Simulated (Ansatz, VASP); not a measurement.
# Two plane-wave programs on CuI

The input INCAR:

```
PREC = Accurate
ENCUT = 520
EDIFF = 1E-6
ISMEAR = 0
SIGMA = 0.01
LREAL = F
LASPH = T
NELM = 80
ALGO = Normal
ISIF = 2
LWAVE = F
LCHARG = T
GGA = PS
LELF = T
LVHAR = T
NBANDS = 26
```

File KPOINTS:

```
regular mesh
0
Gamma
  6 6 4
```

POSCAR

```
CuI
1.0
    4.1286200000      0.0000000000      0.0000000000
   -2.0643100000      3.5754900000      0.0000000000
    0.0000000000      0.0000000000      7.4781100000
Cu I
2 2
Direct
    0.6666666667      0.3333333333      0.5899500000
    0.3333333333      0.6666666667      0.4100500000
    0.3333333333      0.6666666667      0.7547500000
    0.6666666667      0.3333333333      0.2452500000
```

Input for Ansatz:

```yaml
crystal:
  lattice:
    - [4.12862, 0.0, 0.0]
    - [-2.06431, 3.57549, 0.0]
    - [0.0, 0.0, 7.47811]
  atoms:
    - { symbol: Cu, position: [0.6666666666666666, 0.3333333333333333, 0.58995] }
    - { symbol: Cu, position: [0.3333333333333333, 0.6666666666666666, 0.41005] }
    - { symbol: I, position: [0.3333333333333333, 0.6666666666666666, 0.75475] }
    - { symbol: I, position: [0.6666666666666666, 0.3333333333333333, 0.24525] }
basis:
  ecutwfc: 470.0
kpoints:
  mp_grid:
    grid: [6, 6, 4]
hamiltonian:
  xc: pbesol
scf:
  occupations:
    method: fixed
output:
  stress: true
  eigenvalues: true
```

Alike in both runs: task single point; functional PBEsol; k mesh 6 × 6 × 4; no spin polarisation.

```csv
,VASP,Ansatz
version,VASP 6.6.1,Ansatz 0.2.0
potentials or method,"VASP PAW PBE potentials, release 64 (Cu, I), cutoff 520 eV","plane waves, PAW"
occupations,"gaussian, width 0.01 eV",fixed
valence electrons in the cell,36,72
```

Ansatz gave:

- gap on the k mesh at the Fermi level (eV): 1.56
- pressure (GPa): -1.7
- traceless stress, the component that is largest in VASP (GPa): 0.07

Question: What did VASP give for the same quantities?

Answer: gap on the k mesh at the Fermi level (eV): 1.57; pressure (GPa): -1.6; traceless stress, the component that is largest in VASP (GPa): 0.08.

VASP's potentials were made for PBE, not for PBEsol. VASP's potentials hold 36 valence electrons a cell and Ansatz's 72, so a difference there can come from the potentials and not from the codes.

Spin-orbit coupling is off throughout.
